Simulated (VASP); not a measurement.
# Ca3Au2 (R-3m) in VASP: a series of runs

Ca3Au2 is run at these levels: PBE; tasks: single point.

Everything below comes from runs of VASP 6.6.1. Logs are shortened: lines on timing, memory, paths and dates and some standing lists are left out, and cuts for length are marked.

### 1 The cell of the first run

It takes space group R-3m (No. 166, trigonal). Conventional cell: a = 4.073 Å, b = 4.073 Å, c = 32.719 Å, α = 90.00°, β = 90.00°, γ = 120.00°. Ca (site symmetry -3m) has 6 Au at 3.07 Å and 8 Ca at 3.79 to 4.07 Å within 4.1 Å. Within 3.9 Å of Ca (site symmetry 3m) lie 3 Au at 2.97 Å and 1 Ca at 3.79 Å. Au (site symmetry 3m) has 6 Ca at 2.97 to 3.07 Å within 3.9 Å.

The cell was built from a structure type or drawn by symmetry, and may not be a known phase.

### 2 Single point, PBE

The input, INCAR:

```
SYSTEM = Ca3Au2
ALGO = Normal ; EDIFF = 1E-6
ENCUT = 520 ; GGA = PE
ISIF = 2 ; ISMEAR = 0
LASPH = .True. ; LCHARG = .False.
LREAL = .False. ; LWAVE = .False.
NBANDS = 34 ; NELM = 100
PREC = Accurate ; SIGMA = 0.1
```

The input, KPOINTS:

```
k-points
0
Gamma
  12 12 12
  0 0 0
```

The input, POSCAR:

```
Ca3Au2
1.0
    2.0365639521      1.1758107460     10.9062595022
   -2.0365639521      1.1758107460     10.9062595022
    0.0000000000     -2.3516214920     10.9062595022
Ca Au
3 2
Direct
    0.0000000000      0.0000000000      0.0000000000
    0.1158797092      0.1158797092      0.1158797092
    0.8841202908      0.8841202908      0.8841202908
    0.6064501554      0.6064501554      0.6064501554
    0.3935498446      0.3935498446      0.3935498446
```

Potentials or basis: VASP PAW PBE potentials, release 64 (Ca_sv, Au).

Launch:

```
$ cat potpaw_PBE.64/Ca_sv/POTCAR potpaw_PBE.64/Au/POTCAR > POTCAR
$ mpirun -np 1 vasp_std > vasp.out
```

OUTCAR:

```text
SYSTEM = Ca3Au2
   EDIFF = 1E-6
   ENCUT = 520
   GGA = PE
   ISIF = 2
   ISMEAR = 0
   LASPH = .True.
   LREAL = .False.
   NELM = 100
   PREC = Accurate

 ion  position               nearest neighbor table
   1  0.000  0.000  0.000-   4 3.07   4 3.07   5 3.07   5 3.07   4 3.07   5 3.07
   2  0.116  0.116  0.116-   5 2.97   5 2.97   5 2.97
   3  0.884  0.884  0.884-   4 2.97   4 2.97   4 2.97
   4  0.606  0.606  0.606-   3 2.97   3 2.97   3 2.97   1 3.07   1 3.07   1 3.07
   5  0.394  0.394  0.394-   2 2.97   2 2.97   2 2.97   1 3.07   1 3.07   1 3.07

  LATTYP: Found a trigonal (rhomboedric) cell.
 ALAT       =    11.1569090689
 COS(alpha) =     0.9333594898

  Lattice vectors:

 A1 = (   2.0365639521,   1.1758107460,  10.9062595022)
 A2 = (  -2.0365639521,   1.1758107460,  10.9062595022)
 A3 = (   0.0000000000,  -2.3516214920,  10.9062595022)

Analysis of symmetry for initial positions (statically):
=====================================================================
 Subroutine PRICEL returns:
 Original cell was already a primitive cell.

 Routine SETGRP: Setting up the symmetry group for a
 trigonal (rhombohedral) supercell.

 Subroutine GETGRP returns: Found 12 space group operations
 (whereof 12 operations were pure point group operations)
 out of a pool of 12 trial point group operations.

The static configuration has the point symmetry D_3d.

Analysis of symmetry for dynamics (positions and initial velocities):
=====================================================================
 Subroutine PRICEL returns:
 Original cell was already a primitive cell.

 Routine SETGRP: Setting up the symmetry group for a
 trigonal (rhombohedral) supercell.

 Subroutine GETGRP returns: Found 12 space group operations
 (whereof 12 operations were pure point group operations)
 out of a pool of 12 trial point group operations.

The dynamic configuration has the point symmetry D_3d.

 Subroutine INISYM returns: Found 12 space group operations
 (whereof 12 operations are pure point group operations),
 and found     1 'primitive' translations

----------------------------------------------------------------------------------------

                                     Primitive cell

  volume of cell :     156.6977

  direct lattice vectors                    reciprocal lattice vectors
     2.036563952  1.175810746 10.906259502     0.245511563  0.141746167  0.030563488
    -2.036563952  1.175810746 10.906259502    -0.245511563  0.141746167  0.030563488
     0.000000000 -2.351621492 10.906259502     0.000000000 -0.283492335  0.030563488

  length of vectors
    11.156909069 11.156909069 11.156909069     0.285135109  0.285135109  0.285135109

  position of ions in fractional coordinates (direct lattice)
     0.000000000  0.000000000  0.000000000
     0.115879709  0.115879709  0.115879709
     0.884120291  0.884120291  0.884120291
     0.606450155  0.606450155  0.606450155
     0.393549845  0.393549845  0.393549845

  ion indices of the primitive-cell ions
   primitive index   ion index
                 1           1
                 2           2
                 3           3
                 4           4
                 5           5

----------------------------------------------------------------------------------------

 KPOINTS: k-points

Automatic generation of k-mesh.
 Grid dimensions read from file:
 generate k-points for:   12   12   12

 Generating k-lattice:

  Cartesian coordinates                     Fractional coordinates (reciprocal lattice)
     0.020459297  0.011812181  0.002546957     0.083333333  0.000000000  0.000000000
    -0.020459297  0.011812181  0.002546957     0.000000000  0.083333333  0.000000000
     0.000000000 -0.023624361  0.002546957     0.000000000  0.000000000  0.083333333

  Length of vectors
     0.023761259  0.023761259  0.023761259

  Shift w.r.t. Gamma in fractional coordinates (k-lattice)
     0.000000000  0.000000000  0.000000000

 Subroutine IBZKPT returns following result:
 ===========================================

 Found    189 irreducible k-points:

 Following reciprocal coordinates:
            Coordinates               Weight
  0.000000  0.000000  0.000000      1.000000
  0.083333 -0.000000 -0.000000      6.000000
  0.166667 -0.000000 -0.000000      6.000000
  0.250000 -0.000000 -0.000000      6.000000
  0.333333 -0.000000 -0.000000      6.000000
  0.416667 -0.000000  0.000000      6.000000
[... 16 lines left out ...]
  0.500000  0.166667 -0.000000     12.000000
 -0.416667  0.166667  0.000000     12.000000
 [... further k-points ...]
   k-points           NKPTS =    189   k-points in BZ     NKDIM =    189   number of bands    NBANDS=     34
   number of dos      NEDOS =    301   number of ions     NIONS =      5
   total plane-waves  NPLWV = 592704
   dimension x,y,z NGX =    84 NGY =   84 NGZ =   84
   dimension x,y,z NGXF=   168 NGYF=  168 NGZF=  168
   ions per type =               3   2
   NGX,Y,Z   is equivalent  to a cutoff of  12.52, 12.52, 12.52 a.u.
   NGXF,Y,Z  is equivalent  to a cutoff of  25.03, 25.03, 25.03 a.u.
 SYSTEM =  Ca3Au2
   PREC   = accura    normal or accurate (medium, high low for compatibility)
   ISTART =      0    job   : 0-new  1-cont  2-samecut
   ICHARG =      2    charge: 1-file 2-atom 10-const
   ISPIN  =      1    spin polarized calculation?
   LNONCOLLINEAR =      F non collinear calculations
   LSORBIT =      F    spin-orbit coupling
   LASPH  =      T    aspherical Exc in radial PAW
   ENCUT  =  520.0 eV  38.22 Ry    6.18 a.u.  20.74 20.74 20.74*2*pi/ulx,y,z
   NELM   =    100;   NELMIN=  2; NELMDL= -5     # of ELM steps
   EDIFF  = 0.1E-05   stopping-criterion for ELM
   LREAL  =      F    real-space projection
   EDIFFG = 0.1E-04   stopping-criterion for IOM
   NSW    =      0    number of steps for IOM
   IBRION =     -1    ionic relax: 0-MD 1-quasi-New 2-CG
   NFREE  =      0    steps in history (QN), initial steepest desc. (CG)
   ISIF   =      2    stress and relaxation
   ISYM   =      2    0-nonsym 1-usesym 2-fastsym
   POTIM  = 0.5000    time-step for ionic-motion
   TEBEG  =    0.0;   TEEND  =   0.0 temperature during run
   PSTRESS=    0.0 pullay stress
   NELECT =      52.0000    total number of electrons
   NUPDOWN=      -1.0000    fix difference up-down
   EMIN   =  10.00;   EMAX   =-10.00  energy-range for DOS
   EFERMI =   0.00;   METHOD = LEGACY
   ISMEAR =     0;   SIGMA  =   0.10  broadening in eV -4-tet -1-fermi 0-gaus
   EFERMI_NEDOS =   21; number of points for ismear=-14 and -15
   IALGO  =     38    algorithm
   IMIX   =      4    mixing-type and parameters
     AMIX     =   0.40;   BMIX     =  1.00
     AMIX_MAG =   1.60;   BMIX_MAG =  1.00
  volume/ion in A,a.u.               =      31.34       211.49
  Fermi-wavevector in a.u.,A,eV,Ry     =   1.133414  2.141841 17.478404  1.284626
  Thomas-Fermi vector in A             =   2.270116
   LORBIT       =      0    0 simple, 1 ext, 2 COOP (PROOUT), +10 PAW based schemes
   GGA     = PE    functional components
   LHFCALC =     F    Hartree Fock is set to
   AEXX    =    0.0000 exact exchange contribution
   IVDW    =     0    specifies the selected vdW correction
   LEPSILON=     F    determine dielectric tensor
   LRPA    =     F    only Hartree local field effects (RPA)
 non-spin polarized calculation
 Gauss-broadening in eV      SIGMA  =   0.10
  energy-cutoff  :      520.00
  volume of cell :      156.70
 maximum number of plane-waves:      4252
   NGX = 41   NGY = 41   NGZ = 41

 number of electron      52.0000001 magnetization

 Free energy of the ion-electron system (eV)
  ---------------------------------------------------
  ext. energy  EPLUGINS =         0.00000000
  ---------------------------------------------------
  free energy    TOTEN  =       -14.99570409 eV

  energy without entropy =      -14.97606673  energy(sigma->0) =      -14.98588541

 E-fermi :   3.4295     XC(G=0):  -8.8431

 val. band max:        3.4271108517   @ k =  -0.3333   0.5000   0.0833
 cond. band min:       3.4358447187   @ k =   0.0833   0.0833  -0.0000
 fundamental gap:      0.0087338670
 Fermi energy:         3.4294521105

 k-point     1 :       0.0000    0.0000    0.0000
  band No.  band energies     occupation
      1     -38.2266      2.00000
      2     -38.2226      2.00000
      3     -37.8368      2.00000
      4     -19.2688      2.00000
      5     -19.2276      2.00000
      6     -19.2004      2.00000
[... 26 lines left out ...]
     33       6.8512      0.00000
     34       6.8530      0.00000

 k-point     2 :       0.0833   -0.0000   -0.0000
  band No.  band energies     occupation
      1     -38.2262      2.00000
      2     -38.2223      2.00000
      3     -37.8364      2.00000
      4     -19.2676      2.00000
      5     -19.2281      2.00000
      6     -19.2046      2.00000
[... 26 lines left out ...]
     33       6.6207      0.00000
     34       6.9054      0.00000

 k-point     3 :       0.1667   -0.0000   -0.0000
  band No.  band energies     occupation
      1     -38.2251      2.00000
      2     -38.2215      2.00000
      3     -37.8354      2.00000
      4     -19.2642      2.00000
      5     -19.2314      2.00000
      6     -19.2148      2.00000
[... 26 lines left out ...]
     33       6.1966      0.00000
     34       6.6253      0.00000

 k-point     4 :       0.2500   -0.0000   -0.0000
  band No.  band energies     occupation
      1     -38.2235      2.00000
      2     -38.2205      2.00000
      3     -37.8340      2.00000
      4     -19.2602      2.00000
      5     -19.2430      2.00000
      6     -19.2292      2.00000
[... 26 lines left out ...]
     33       6.2169      0.00000
     34       6.3467      0.00000

 k-point     5 :       0.3333   -0.0000   -0.0000
  band No.  band energies     occupation
      1     -38.2218      2.00000
      2     -38.2195      2.00000
      3     -37.8327      2.00000
      4     -19.2611      2.00000
      5     -19.2588      2.00000
      6     -19.2402      2.00000
[... 621 lines left out ...]
 k-point    22 :       0.4167    0.1667    0.0000
  band No.  band energies     occupation
      1     -38.2211      2.00000
      2     -38.2192      2.00000
      3     -37.8321      2.00000
      4     -19.2609      2.00000
      5     -19.2571      2.00000
      6     -19.2425      2.00000
[... 26 lines left out ...]
     33       5.7218      0.00000
     34       6.3688      0.00000

 k-point    23 :       0.5000    0.1667   -0.0000
  band No.  band energies     occupation
      1     -38.2200      2.00000
      2     -38.2186      2.00000
      3     -37.8313      2.00000
      4     -19.2678      2.00000
      5     -19.2640      2.00000
      6     -19.2406      2.00000
[... 26 lines left out ...]
     33       5.4845      0.00000
     34       6.4093      0.00000

 k-point    24 :      -0.4167    0.1667    0.0000
  band No.  band energies     occupation
      1     -38.2195      2.00000
      2     -38.2185      2.00000
      3     -37.8310      2.00000
      4     -19.2709      2.00000
      5     -19.2664      2.00000
      6     -19.2367      2.00000
[... 26 lines left out ...]
     33       5.3707      0.00000
     34       6.5125      0.00000

 [... further k-points ...]

------------------------ aborting loop because EDIFF is reached ----------------------------------------

  FORCE on cell =-STRESS in cart. coord.  units (eV):
  Direction    XX          YY          ZZ          XY          YZ          ZX
  --------------------------------------------------------------------------------------
  -------------------------------------------------------------------------------------
  Total        0.0472806      0.0472806      0.0420661      0.0000000      0.0000000      0.0000000
  in kB        0.4834273      0.4834273      0.4301111      0.0000000      0.0000000      0.0000000
  external PRESSURE =       0.4656553 kB  Pullay stress =       0.0000000 kB

 VOLUME and BASIS-vectors are now :
 -----------------------------------------------------------------------------
  energy-cutoff  :      520.00
  volume of cell :      156.70
      direct lattice vectors                 reciprocal lattice vectors
     2.036563952  1.175810746 10.906259502     0.245511563  0.141746167  0.030563488
    -2.036563952  1.175810746 10.906259502    -0.245511563  0.141746167  0.030563488
     0.000000000 -2.351621492 10.906259502     0.000000000 -0.283492335  0.030563488

 POSITION                                       TOTAL-FORCE (eV/Angst)
 -----------------------------------------------------------------------------------
      0.00000      0.00000      0.00000         0.000000     -0.000000     -0.000000
      0.00000      0.00000      3.79144         0.000000      0.000000      0.016394
      0.00000      0.00000     28.92734         0.000000      0.000000     -0.016394
      0.00000      0.00000     19.84231         0.000000      0.000000      0.003461
      0.00000      0.00000     12.87647         0.000000     -0.000000     -0.003461
 -----------------------------------------------------------------------------------
    total drift:                                0.000000      0.000000      0.000000

  FREE ENERGIE OF THE ION-ELECTRON SYSTEM (eV)
  ---------------------------------------------------
  free  energy   TOTEN  =       -14.9957040915 eV

  energy  without entropy=      -14.9760667331  energy(sigma->0) =      -14.98588541
```

Run time: 1.5 h. Hardware: 1 thread of Intel Xeon 6975P-C (Granite Rapids), shared host; peak memory 1.6 GiB.

What came out:

```
Free energy            : -14.9957 eV
Pressure               : 0.0 GPa
Largest force          : 0.016 eV/Å
Band gap on the k mesh : zero (bands 26 and 27 overlap by 0.76 eV)
```

Forces on the atoms (eV/Å):
```
Ca   0.000  0.000  0.000
Ca   0.000  0.000  0.016
Ca   0.000  0.000 -0.016
Au   0.000  0.000  0.003
Au   0.000  0.000 -0.003
```

Caveat: spin-orbit coupling is left out, which moves the levels of the heavy elements.

### 3 Single point, PBE

This run uses another cell than the first one, of 31.45 Å³/atom.

The input, INCAR:

```
SYSTEM = Ca3Au2
PREC     = Accurate       ! precision mode
ENCUT    = 520            ! plane-wave cutoff, eV
EDIFF    = 1E-7           ! SCF threshold, eV
ISMEAR   = 0              ! smearing method
SIGMA    = 0.1            ! smearing width, eV
LREAL    = .False.        ! projectors in reciprocal space
LASPH    = .True.         ! aspherical terms in the spheres
NELM     = 100            ! most SCF steps
ALGO     = Normal         ! electronic algorithm
ISIF     = 2              ! what is computed and relaxed
LWAVE    = .False.        ! write WAVECAR
LCHARG   = .True.         ! write CHGCAR
GGA      = PE             ! functional
LELF     = .True.         ! ELF
LVHAR    = .True.       
NBANDS   = 34             ! bands
```

The input, KPOINTS:

```
regular mesh
0
Gamma
  6 6 6
  0 0 0
```

The input, POSCAR:

```
Ca3Au2
1.0
    2.0382491063      1.1767836716     10.9265515080
   -2.0382491063      1.1767836716     10.9265515080
    0.0000000000     -2.3535673391     10.9265515085
Ca Au
3 2
Direct
    0.0000000000      0.0000000000      0.0000000000
    0.1159482291      0.1159482291      0.1159482291
    0.8840517709      0.8840517709      0.8840517709
    0.6062111974      0.6062111974      0.6062111974
    0.3937888026      0.3937888026      0.3937888026
```

Potentials or basis: VASP PAW PBE potentials, release 64 (Ca_sv, Au).

Launch:

```
$ cat potpaw_PBE.64/Ca_sv/POTCAR potpaw_PBE.64/Au/POTCAR > POTCAR
$ mpirun -np 1 vasp_std > vasp.out
```

Run time: 17 min. Hardware: 1 thread of Intel Xeon 6975P-C (Granite Rapids), shared host; peak memory 1.1 GiB.

The run converged. Its results:

```yaml
Free_energy: -14.9718 eV
Pressure: -0.1 GPa
Largest_force: 0.024 eV/Å
Band_gap_on_the_k_mesh: zero (bands 26 and 27 overlap by 0.56 eV)
```

Forces in eV/Å, atoms in the order of the input:
```
Ca   0.000  0.000  0.000
Ca   0.000  0.000  0.009
Ca   0.000  0.000 -0.009
Au   0.000  0.000  0.024
Au   0.000  0.000 -0.024
```

Levels at points of the mesh, in eV from the Fermi level:
```
           k point  band 23  band 24  band 25  band 26  band 27  band 28  band 29  band 30
(0.00, 0.00, 0.00)    -4.19    -4.19    -2.78     0.12     0.32     2.17     2.17     2.34
(0.50, 0.00, 0.00)    -2.96    -2.80    -1.33    -0.74     0.22     0.24     1.23     1.31
(0.50, 0.50, 0.00)    -2.96    -2.80    -1.15    -0.96    -0.13     0.90     0.93     1.31
(0.50, 0.50, 0.50)    -4.19    -4.19    -1.75    -1.66     1.76     1.87     2.20     2.20
```

Caveat: spin-orbit coupling is left out, which moves the levels of the heavy elements.
